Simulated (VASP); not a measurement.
Input of a VASP 6.6.1 run:

Contents of INCAR:

```
PREC     = Accurate       # precision mode
ENCUT    = 520            # plane-wave cutoff, eV
EDIFF    = 1E-8           # SCF threshold, eV
ISMEAR   = -1             # smearing method
SIGMA    = 0.05           # smearing width, eV
LREAL    = F              # projectors in reciprocal space
LASPH    = T              # aspherical terms in the spheres
NELM     = 100            # most SCF steps
ALGO     = Normal         # electronic algorithm
ISIF     = 2              # what is computed and relaxed
LWAVE    = F              # write WAVECAR
LCHARG   = T              # write CHGCAR
GGA      = PS             # functional
IBRION   = 8              # ionic algorithm
NSW      = 1              # ionic steps
```

The input KPOINTS:

```
regular mesh
0
Gamma
  6 6 6
```

The input POSCAR:

```
CuI
1.0
    0.0000000000      3.0315000000      3.0315000000
    3.0315000000      0.0000000000      3.0315000000
    3.0315000000      3.0315000000      0.0000000000
I Cu
1 1
Direct
    0.0000000000      0.0000000000      0.0000000000
    0.7500000000      0.7500000000      0.7500000000
```

Potentials or basis: VASP PAW PBE potentials, release 64 (I, Cu).

Launch:

```console
$ cat potpaw_PBE.64/I/POTCAR potpaw_PBE.64/Cu/POTCAR > POTCAR
$ mpirun -np 1 vasp_std > vasp.out
```

(1) Estimate the highest phonon frequency at Γ, LO-TO splitting left out.

## Answers

(1) 121 cm⁻¹.

Caveat: the cell wasn't relaxed at this level first, which shifts response properties.
